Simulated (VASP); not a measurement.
The system is Tl.

```
Tl
1.0
     3.45600    0.00000    0.00000
    -1.72800    2.99298    0.00000
     0.00000    0.00000    5.52500
Tl
2
Cartesian
  1.7280 0.9977 4.1438
  0.0000 1.9953 1.3813
```

Base run:

- Program: VASP 6.6.1
- Functional: PBEsol
- Dispersion: D3(BJ)
- Potentials or basis: VASP PAW PBE potentials, release 64 (Tl_d)
- Cutoff: 520 eV
- k mesh: 9 × 9 × 5
- Occupations: fermi-dirac, width 0.05 eV
- Spin: no spin polarisation

Its results: band gap on the k mesh zero (band 13 reaches 8.48 eV, above the bottom of band 14 at 4.80 eV); pressure -2.0 GPa.

Problem. The run is repeated on the same cell with these changes: dispersion from D3(BJ) to none. What comes out?

Solution. Band gap on the k mesh zero (band 13 reaches 8.48 eV, above the bottom of band 14 at 4.80 eV); pressure 0.2 GPa.

Dispersion adds attraction, which lowers the pressure at fixed volume and, as a term added to the energy, leaves the levels alone.

Caveats: the PAW data sets were made with another functional, which shifts forces and pressure a little; spin-orbit coupling is left out, which moves the levels of the heavy elements; three body term missing (some runs); pairwise dispersion overbinds metals, which lowers pressure and volume (some runs).
